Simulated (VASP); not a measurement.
Set up this calculation in VASP 6.6.1, as the native input.

```yaml
Task: relaxation of cell and atoms
Functional: PBE
Potentials_or_basis: VASP PAW PBE potentials, release 64 (Pd)
Cutoff: 600 eV
k_mesh: 28 × 28 × 28
Occupations: gaussian, width 0.1 eV
Spin: no spin polarisation
Dipole_correction: no
Further_INCAR_settings: ALGO = Fast; EDIFF = 1e-06; IBRION = 2; EDIFFG = -0.01; NSW = 100; ISIF = 3
```

The structure of Pd lies in POSCAR:

```
Pd
1.0
   -1.4003144870      1.4003144870      1.9514627836
    1.4003144870     -1.4003144870      1.9514627836
    1.4003144870      1.4003144870     -1.9514627836
Pd
1
Direct
    0.5000000000      0.5000000000      0.0000000000
```

One way to write it, as run:

INCAR

```
SYSTEM = Pd
PREC = Accurate
ENCUT = 600
EDIFF = 1E-6
ISMEAR = 0
SIGMA = 0.1
LREAL = .False.
LASPH = .True.
NELM = 80
ALGO = Fast
ISIF = 3
LWAVE = .False.
LCHARG = .False.
GGA = PE
IBRION = 2
NSW = 100
EDIFFG = -0.01
```

KPOINTS

```
regular mesh
0
Gamma
  28 28 28
  0 0 0
```

Potentials or basis: VASP PAW PBE potentials, release 64 (Pd).

Command:

```console
$ cat potpaw_PBE.64/Pd/POTCAR > POTCAR
$ mpirun -np 1 vasp_std > vasp.out
```

It gave:

```
Relaxed volume                        : 15.29 Å³/atom
Relaxed cell                          : a = 2.786 Å, b = 2.786 Å, c = 2.786 Å, α = 119.98°, β = 119.98°, γ = 90.03°
Space group after relaxing (to 0.1 Å) : Fm-3m (No. 225)
Energy gained by relaxing             : 0.3 meV/atom
Ionic steps                           : 9
Pressure after relaxing               : 0.0 GPa
Band gap on the k mesh                : zero (bands 5 and 6 overlap by 1.49 eV)
```

Run time: 5.1 min on 1 thread of Intel(R) Xeon(R) 6975P-C (Granite Rapids), on a shared host, peak memory 0.45 GiB.
